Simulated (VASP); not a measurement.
Input of a VASP 6.6.1 run:

Contents of INCAR:

```
PREC = Accurate
ENCUT = 520
EDIFF = 1E-6
ISMEAR = 0
SIGMA = 0.1
LREAL = False
LASPH = True
NELM = 60
ALGO = Normal
ISIF = 2
LWAVE = False
LCHARG = True
GGA = PE
LELF = True
LVHAR = True
NBANDS = 11
```

The input KPOINTS:

```
Automatic mesh
0
Gamma
  22 22 22
```

The input POSCAR:

```
C
1.0
   -1.9910875053      1.9910875053      1.0837644428
    1.9910875053     -1.9910875053      1.0837644428
    1.9910875053      1.9910875053     -1.0837644428
C
2
Direct
    0.2500000000      0.7500000000      0.5000000000
    0.5000000000      0.5000000000      0.0000000000
```

Potentials or basis: VASP PAW PBE potentials, release 64 (C).

The run is started by

```console
$ cat potpaw_PBE.64/C/POTCAR > POTCAR
$ mpirun -np 1 vasp_std > vasp.out
```

(1) Predict the pressure.

(2) Predict the band gap on the k mesh.

## Answers

(1) -52.4 GPa.

(2) zero (bands 4 and 5 overlap by 6.12 eV).

Caveat: the cell differs from its parent crystal (Si replaced by C, lengths x 0.811, strained); the cell stands under tension.
